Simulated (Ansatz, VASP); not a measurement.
**Two plane-wave programs on S3O**

```
S O
1.0
     6.19641    0.00000    0.00000
    -3.09820    5.36625    0.00000
     0.00000    0.00000    3.27886
S O
6 2
Direct
  0.17009 0.34019 0.25000
  0.65981 0.82991 0.25000
  0.17009 0.82991 0.25000
  0.82991 0.65981 0.75000
  0.34019 0.17009 0.75000
  0.82991 0.17009 0.75000
  0.33333 0.66667 0.75000
  0.66667 0.33333 0.25000
```

Change from the starting cell: species swapped into the CdAu3 type (P6_3/mmc, No. 194).

Alike in both runs: functional PBE; dispersion D3(BJ); k mesh 6 × 6 × 4; occupations gaussian, width 0.1 eV; collinear spin.

Ansatz relaxed the structure, and its values are those at the end. VASP's run is a single point on that final structure, the one shown.

|  | VASP | Ansatz |
| --- | --- | --- |
| version | VASP 6.6.1 | Ansatz 0.2.0 |
| potentials or method | VASP PAW PBE potentials, release 64 (S, O), cutoff 520 eV | scalar-relativistic, plane waves, PAW |
| valence electrons in the cell | 48 | 48 |

|  | VASP | Ansatz | Ansatz less VASP |
| --- | --- | --- | --- |
| gap on the k mesh at the Fermi level (eV) | none | none | - |
| pressure (GPa) | -0.3 | 0.0 | +0.29 |
| rms of the force components (eV/Å) | 0.012 | 0.001 | -0.0112 |
| net moment per atom (μB) | 0.00 | 0.00 | 0.000 |

A gap of «none» marks a metal or a gap that the smearing closes. Ansatz's warnings: seeded moment not kept.

The k mesh is coarse, so the values compare programs but aren't converged.
